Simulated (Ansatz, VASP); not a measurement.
## CoH3 in VASP and in Ansatz

```
Co H
1.0
     2.39148    0.00000    0.00000
     0.00000    2.39148    0.00000
     0.00000    0.00000    4.11282
Co H
1 3
Direct
  0.50000 0.50000 0.50000
  0.50000 0.50000 0.88607
  0.50000 0.50000 0.11393
  0.00000 0.00000 0.00000
```

Alike in both runs: functional PBE; k mesh 5 × 5 × 3; occupations gaussian, width 0.15 eV; collinear spin.

Ansatz relaxed the structure, and its values are those at the end. VASP's run is a single point on that final structure, the one shown.

|  | VASP | Ansatz |
| --- | --- | --- |
| version | VASP 6.6.1 | Ansatz 0.2.0 |
| potentials or method | VASP PAW PBE potentials, release 64 (Co, H), cutoff 520 eV | scalar-relativistic, plane waves, PAW |
| valence electrons in the cell | 12 | 20 |

```tsv
	VASP	Ansatz	Ansatz less VASP
gap on the k mesh at the Fermi level (eV)	none	none	-
pressure (GPa)	-0.9	-0.6	+0.30
rms of the force components (eV/Å)	0.009	0.006	-0.0026
net moment per atom (μB)	0.34	0.34	+0.001
size of the moment on the site where the two differ most (μB)	1.22	1.08	-0.139
```

Site moments also hang on the region over which each program counts them. A gap of «none» marks a metal or a gap that the smearing closes. VASP's potentials hold 12 valence electrons a cell and Ansatz's 20, so a difference there can come from the potentials and not from the codes.

The k mesh is coarse, so the values compare programs but aren't converged.
